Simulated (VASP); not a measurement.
# Ta8Si in VASP: relaxation of the atoms with PBEsol

Aim: the relaxation of the atoms of Ta8Si with PBEsol.

All numbers are computed with VASP 6.6.1; they aren't measurements. Logs are shortened: lines on timing, memory, paths and dates and some standing lists are left out, and cuts for length are marked.

**1. The cell of the first run**

The cell holds a slab with vacuum, 9 atoms: a = 4.639 Å, b = 4.639 Å, c = 25.629 Å, α = 90.00°, β = 90.00°, γ = 120.00°.

**2. Relaxation of the atoms, PBEsol**

Input file INCAR:

```
SYSTEM = Ta8Si
PREC = Accurate
ENCUT = 520
EDIFF = 1E-6
ISMEAR = 0
SIGMA = 0.1
LREAL = .FALSE.
LASPH = .TRUE.
NELM = 80
ALGO = Fast
ISIF = 2
LWAVE = .FALSE.
LCHARG = .FALSE.
LDIPOL = .TRUE.
IDIPOL = 3
DIPOL = 0.5 0.5 0.481
GGA = PS
IBRION = 2
NSW = 90
EDIFFG = -0.03
```

Input file KPOINTS:

```
Automatic mesh
0
G
  6 6 1
  0 0 0
```

Input file POSCAR:

```
Ta8Si
1.0
    4.6393552032      0.0000000000      0.0000000000
   -2.3196776016      4.0177994631      0.0000000000
    0.0000000000      0.0000000000     25.6290309069
Ta Si
8 1
Selective dynamics
Direct
    0.6666666667      0.3333333333      0.3316551465  F F F
    0.3333333333      0.6666666667      0.3686056039  F F F
    0.0000000000      0.0000000000      0.4055560613  F F F
    0.6666666667      0.3333333333      0.4425065188  F F F
    0.3333333333      0.6666666667      0.4754434917  T T T
    0.0000000000      0.0000000000      0.5189106425  T T T
    0.6666666667      0.3333333333      0.5509034493  T T T
    0.3333333333      0.6666666667      0.5769220716  T T T
    0.6666666667      0.3333333333      0.6612014971  T T T
```

Potentials or basis: VASP PAW PBE potentials, release 64 (Ta_pv, Si).

Run with:

```bash
cat potpaw_PBE.64/Ta_pv/POTCAR potpaw_PBE.64/Si/POTCAR > POTCAR
mpirun -np 1 vasp_std > vasp.out
```

OUTCAR:

```text
SYSTEM = Ta8Si
   PREC = Accurate
   ENCUT = 520
   EDIFF = 1E-6
   ISMEAR = 0
   LREAL = .FALSE.
   LASPH = .TRUE.
   NELM = 80
   ISIF = 2
   GGA = PS
   IBRION = 2
   NSW = 90
   EDIFFG = -0.03

 ion  position               nearest neighbor table
   1  0.667  0.333  0.332-   2 2.84   2 2.84   2 2.84   4 2.84   3 3.28   3 3.28   3 3.28
   2  0.333  0.667  0.369-   5 2.74   1 2.84   3 2.84   1 2.84   3 2.84   3 2.84   1 2.84   4 3.28
                             4 3.28   4 3.28
   3  0.000  0.000  0.406-   2 2.84   2 2.84   2 2.84   4 2.84   4 2.84   4 2.84   6 2.91   5 3.22
                             5 3.22   5 3.22   1 3.28   1 3.28   1 3.28
   4  0.667  0.333  0.443-   7 2.78   5 2.81   5 2.81   5 2.81   3 2.84   3 2.84   3 2.84   1 2.84
                             2 3.28   2 3.28   2 3.28   6 3.32   6 3.32   6 3.32
   5  0.333  0.667  0.475-   8 2.60   2 2.74   4 2.81   4 2.81   4 2.81   6 2.90   6 2.90   6 2.90
                             3 3.22   3 3.22   3 3.22   7 3.30   7 3.30   7 3.30
   6  0.000  0.000  0.519-   7 2.80   7 2.80   7 2.80   5 2.90   5 2.90   5 2.90   3 2.91   8 3.06
                             8 3.06   8 3.06   4 3.32   4 3.32   4 3.32
   7  0.667  0.333  0.551-   8 2.76   8 2.76   8 2.76   4 2.78   6 2.80   6 2.80   6 2.80   9 2.83
                             5 3.30   5 3.30   5 3.30
   8  0.333  0.667  0.577-   5 2.60   7 2.76   7 2.76   7 2.76   6 3.06   6 3.06   6 3.06
   9  0.667  0.333  0.661-   7 2.83

  LATTYP: Found a hexagonal cell.
 ALAT       =     4.6393552032
 C/A-ratio  =     5.5242657189

  Lattice vectors:

 A1 = (   4.6393552032,   0.0000000000,   0.0000000000)
 A2 = (  -2.3196776016,   4.0177994631,   0.0000000000)
 A3 = (   0.0000000000,   0.0000000000,  25.6290309069)

Analysis of symmetry for initial positions (statically):
=====================================================================
 Subroutine PRICEL returns:
 Original cell was already a primitive cell.

 Routine SETGRP: Setting up the symmetry group for a
 hexagonal supercell.

 Subroutine GETGRP returns: Found  6 space group operations
 (whereof  6 operations were pure point group operations)
 out of a pool of 24 trial point group operations.

The static configuration has the point symmetry C_3v.

Analysis of symmetry for dynamics (positions and initial velocities):
=====================================================================
 Subroutine PRICEL returns:
 Original cell was already a primitive cell.

 Routine SETGRP: Setting up the symmetry group for a
 hexagonal supercell.

 Subroutine GETGRP returns: Found  6 space group operations
 (whereof  6 operations were pure point group operations)
 out of a pool of 24 trial point group operations.

The dynamic configuration has the point symmetry C_3v.

Analysis of constrained symmetry for selective dynamics:
=====================================================================
 Subroutine PRICEL returns:
 Original cell was already a primitive cell.

 Routine SETGRP: Setting up the symmetry group for a
 hexagonal supercell.

 Subroutine GETGRP returns: Found  6 space group operations
 (whereof  6 operations were pure point group operations)
 out of a pool of 24 trial point group operations.

The constrained configuration has the point symmetry C_3v.

 Subroutine INISYM returns: Found  6 space group operations
 (whereof  6 operations are pure point group operations),
 and found     1 'primitive' translations

----------------------------------------------------------------------------------------

                                     Primitive cell

  volume of cell :     477.7251

  direct lattice vectors                    reciprocal lattice vectors
     4.639355203  0.000000000  0.000000000     0.215547195  0.124446231  0.000000000
    -2.319677602  4.017799463  0.000000000     0.000000000  0.248892462  0.000000000
     0.000000000  0.000000000 25.629030907     0.000000000  0.000000000  0.039018253

  length of vectors
     4.639355203  4.639355203 25.629030907     0.248892462  0.248892462  0.039018253

  position of ions in fractional coordinates (direct lattice)
     0.666666667  0.333333333  0.331655146
     0.333333333  0.666666667  0.368605604
     0.000000000  0.000000000  0.405556061
     0.666666667  0.333333333  0.442506519
     0.333333333  0.666666667  0.475443492
     0.000000000  0.000000000  0.518910643
     0.666666667  0.333333333  0.550903449
     0.333333333  0.666666667  0.576922072
     0.666666667  0.333333333  0.661201497

  ion indices of the primitive-cell ions
   primitive index   ion index
                 1           1
                 2           2
                 3           3
                 4           4
                 5           5
                 6           6
                 7           7
                 8           8
                 9           9

----------------------------------------------------------------------------------------

 KPOINTS: Automatic mesh

Automatic generation of k-mesh.
 Grid dimensions read from file:
 generate k-points for:    6    6    1

 Generating k-lattice:

  Cartesian coordinates                     Fractional coordinates (reciprocal lattice)
     0.035924532  0.020741038  0.000000000     0.166666667 -0.000000000  0.000000000
     0.000000000  0.041482077  0.000000000     0.000000000  0.166666667  0.000000000
     0.000000000  0.000000000  0.039018253     0.000000000  0.000000000  1.000000000

  Length of vectors
     0.041482077  0.041482077  0.039018253

  Shift w.r.t. Gamma in fractional coordinates (k-lattice)
     0.000000000  0.000000000  0.000000000

 Subroutine IBZKPT returns following result:
 ===========================================

 Found      7 irreducible k-points:

 Following reciprocal coordinates:
            Coordinates               Weight
  0.000000  0.000000  0.000000      1.000000
  0.166667 -0.000000  0.000000      6.000000
  0.333333  0.000000  0.000000      6.000000
  0.500000  0.000000  0.000000      3.000000
  0.166667  0.166667  0.000000      6.000000
  0.333333  0.166667  0.000000     12.000000
  0.333333  0.333333  0.000000      2.000000
   k-points           NKPTS =      7   k-points in BZ     NKDIM =      7   number of bands    NBANDS=     55
   number of dos      NEDOS =    301   number of ions     NIONS =      9
   total plane-waves  NPLWV = 248832
   dimension x,y,z NGX =    36 NGY =   36 NGZ =  192
   dimension x,y,z NGXF=    72 NGYF=   72 NGZF=  384
   ions per type =               8   1
   NGX,Y,Z   is equivalent  to a cutoff of  12.90, 12.90, 12.45 a.u.
   NGXF,Y,Z  is equivalent  to a cutoff of  25.80, 25.80, 24.91 a.u.
 SYSTEM =  Ta8Si
   PREC   = accura    normal or accurate (medium, high low for compatibility)
   ISTART =      0    job   : 0-new  1-cont  2-samecut
   ICHARG =      2    charge: 1-file 2-atom 10-const
   ISPIN  =      1    spin polarized calculation?
   LNONCOLLINEAR =      F non collinear calculations
   LSORBIT =      F    spin-orbit coupling
   LASPH  =      T    aspherical Exc in radial PAW
   ENCUT  =  520.0 eV  38.22 Ry    6.18 a.u.   8.63  8.63 47.65*2*pi/ulx,y,z
   NELM   =     80;   NELMIN=  2; NELMDL= -5     # of ELM steps
   EDIFF  = 0.1E-05   stopping-criterion for ELM
   LREAL  =      F    real-space projection
   EDIFFG = -.3E-01   stopping-criterion for IOM
   NSW    =     90    number of steps for IOM
   IBRION =      2    ionic relax: 0-MD 1-quasi-New 2-CG
   NFREE  =      1    steps in history (QN), initial steepest desc. (CG)
   ISIF   =      2    stress and relaxation
   ISYM   =      2    0-nonsym 1-usesym 2-fastsym
   POTIM  = 0.5000    time-step for ionic-motion
   TEBEG  =    0.0;   TEEND  =   0.0 temperature during run
   PSTRESS=    0.0 pullay stress
   NELECT =      92.0000    total number of electrons
   NUPDOWN=      -1.0000    fix difference up-down
   EMIN   =  10.00;   EMAX   =-10.00  energy-range for DOS
   EFERMI =   0.00;   METHOD = LEGACY
   ISMEAR =     0;   SIGMA  =   0.10  broadening in eV -4-tet -1-fermi 0-gaus
   EFERMI_NEDOS =   21; number of points for ismear=-14 and -15
   IALGO  =     68    algorithm
   IMIX   =      4    mixing-type and parameters
     AMIX     =   0.40;   BMIX     =  1.00
     AMIX_MAG =   1.60;   BMIX_MAG =  1.00
  volume/ion in A,a.u.               =      53.08       358.21
  Fermi-wavevector in a.u.,A,eV,Ry     =   0.945391  1.786530 12.160397  0.893764
  Thomas-Fermi vector in A             =   2.073288
   LORBIT       =      0    0 simple, 1 ext, 2 COOP (PROOUT), +10 PAW based schemes
   GGA     = PS    functional components
   LHFCALC =     F    Hartree Fock is set to
   AEXX    =    0.0000 exact exchange contribution
   IVDW    =     0    specifies the selected vdW correction
   LEPSILON=     F    determine dielectric tensor
   LRPA    =     F    only Hartree local field effects (RPA)
 conjugate gradient relaxation of ions
 non-spin polarized calculation
 RMM-DIIS sequential band-by-band and
 Gauss-broadening in eV      SIGMA  =   0.10
  energy-cutoff  :      520.00
  volume of cell :      477.73
 maximum number of plane-waves:     12897
 NGX is ok and might be reduce to    36
   NGX = 17   NGY = 17   NGZ = 95

 dipolmoment           0.000000      0.000000     -0.782407 electrons x Angstroem

--------------------------------------- Ionic step        1  -------------------------------------------

 number of electron      92.0000013 magnetization

 Free energy of the ion-electron system (eV)
  ---------------------------------------------------
  ext. energy  EPLUGINS =         0.00000000
  ---------------------------------------------------
  free energy    TOTEN  =       -97.75500106 eV

  energy without entropy =      -97.68754059  energy(sigma->0) =      -97.72127082

------------------------ aborting loop because EDIFF is reached ----------------------------------------

  FORCE on cell =-STRESS in cart. coord.  units (eV):
  Direction    XX          YY          ZZ          XY          YZ          ZX
  --------------------------------------------------------------------------------------
  -------------------------------------------------------------------------------------
  Total       -7.3816393     -7.3816393     -7.7776628     -0.0000000      0.0000000      0.0000000
  in kB      -24.7562771    -24.7562771    -26.0844465     -0.0000000      0.0000000      0.0000000
  external PRESSURE =     -25.1990002 kB  Pullay stress =       0.0000000 kB
[... 110 lines left out ...]
  FREE ENERGIE OF THE ION-ELECTRON SYSTEM (eV)
  ---------------------------------------------------
  free  energy   TOTEN  =       -98.4128359390 eV

  energy  without entropy=      -98.3523597866  energy(sigma->0) =      -98.38259786

[... ionic steps 4 to 13 ...]

--------------------------------------- Ionic step       14  -------------------------------------------

 number of electron      92.0000011 magnetization

------------------------ aborting loop because EDIFF is reached ----------------------------------------
[... 81 lines left out ...]
--------------------------------------- Ionic step       16  -------------------------------------------

 number of electron      92.0000010 magnetization

 dipolmoment           0.000000      0.000000      0.174419 electrons x Angstroem

 Free energy of the ion-electron system (eV)
  ---------------------------------------------------
  ext. energy  EPLUGINS =         0.00000000
  ---------------------------------------------------
  free energy    TOTEN  =       -98.64244664 eV

  energy without entropy =      -98.56959254  energy(sigma->0) =      -98.60601959

 E-fermi :  -0.8880     XC(G=0):  -5.1144

 val. band max:       -0.9167412030   @ k =   0.3333   0.0000   0.0000
 cond. band min:      -0.8817624907   @ k =   0.3333   0.1667   0.0000
 fundamental gap:      0.0349787123
 Fermi energy:        -0.8880346999

 k-point     1 :       0.0000    0.0000    0.0000
  band No.  band energies     occupation
      1     -35.5014      2.00000
      2     -35.4225      2.00000
      3     -35.2942      2.00000
      4     -35.2942      2.00000
      5     -35.2916      2.00000
      6     -35.2916      2.00000
[... 395 lines left out ...]
     54       0.5056      0.00000
     55       0.7933      0.00000

------------------------ aborting loop because EDIFF is reached ----------------------------------------

 vacuum level on the upper side and lower side of the slab       (xc-potential included)         0.820        -0.838

  FORCE on cell =-STRESS in cart. coord.  units (eV):
  Direction    XX          YY          ZZ          XY          YZ          ZX
  --------------------------------------------------------------------------------------
  -------------------------------------------------------------------------------------
  Total       -8.4329537     -8.4329537     -4.9734451     -0.0000000      0.0000000      0.0000000
  in kB      -28.2821377    -28.2821377    -16.6797617     -0.0000000      0.0000000      0.0000000
  external PRESSURE =     -24.4146790 kB  Pullay stress =       0.0000000 kB
[... 24 lines left out ...]
  FREE ENERGIE OF THE ION-ELECTRON SYSTEM (eV)
  ---------------------------------------------------
  free  energy   TOTEN  =       -98.6424466421 eV

  energy  without entropy=      -98.5695925446  energy(sigma->0) =      -98.60601959

 reached required accuracy - stopping structural energy minimisation

 vacuum level on the upper side and lower side of the slab         4.305         2.611
```

It took 84 min on 1 thread of Oxide Virtual Turin-like, shared host; peak memory 0.64 GiB.

Results:

| Item | Value |
| --- | --- |
| Free energy | -98.6424 eV |
| Energy gained by relaxing | 98.6 meV/atom |
| Ionic steps | 16 |
| Band gap on the k mesh | zero (bands 46 and 47 overlap by 0.18 eV) |

The path:
| step | energy change (eV) | largest force on free atoms (eV/Å) | pressure (GPa) |
| --- | --- | --- | --- |
| 1 | 0.0000 | 2.3883 | -2.52 |
| 2 | -0.4694 | 1.9330 | -2.83 |
| 3 | -0.6578 | 1.6302 | -2.82 |
| 4 | -0.6624 | 1.1576 | -2.85 |
| 5 | -0.8091 | 0.8229 | -2.91 |
| 6 | -0.8634 | 0.5918 | -2.92 |
| 7 | -0.8637 | 0.5810 | -2.91 |
| 8 | -0.8711 | 0.4054 | -2.93 |
| 9 | -0.8734 | 0.2195 | -2.93 |
| 10 | -0.8783 | 0.1852 | -2.83 |
| 11 | -0.8843 | 0.1775 | -2.58 |
| 12 | -0.8870 | 0.0489 | -2.51 |
| 13 | -0.8870 | 0.0503 | -2.50 |
| 14 | -0.8873 | 0.0538 | -2.48 |
| 15 | -0.8873 | 0.0342 | -2.49 |
| 16 | -0.8874 | 0.0186 | -2.44 |

Final structure:
```cif
data_structure
_symmetry_space_group_name_H-M 'P 1'
_symmetry_Int_Tables_number 1
_cell_length_a 4.6394
_cell_length_b 4.6394
_cell_length_c 25.6290
_cell_angle_alpha 90.000
_cell_angle_beta 90.000
_cell_angle_gamma 120.000
_cell_volume 477.73
loop_
_atom_site_label
_atom_site_type_symbol
_atom_site_fract_x
_atom_site_fract_y
_atom_site_fract_z
_atom_site_occupancy
Ta1 Ta 0.66667 0.33333 0.33166 1
Ta2 Ta 0.33333 0.66667 0.36861 1
Ta3 Ta 0.00000 0.00000 0.40556 1
Ta4 Ta 0.66667 0.33333 0.44251 1
Ta5 Ta 0.33333 0.66667 0.47782 1
Ta6 Ta 0.00000 0.00000 0.51778 1
Ta7 Ta 0.66667 0.33333 0.55052 1
Ta8 Ta 0.33333 0.66667 0.58605 1
Si1 Si 0.66667 0.33333 0.64414 1
```

Caveat: the PAW data sets were made with another functional, which shifts forces and pressure a little; spin-orbit coupling is left out, which moves the levels of the heavy elements.

The gap in the log of VASP goes by the Fermi energy; the results here count the filled bands.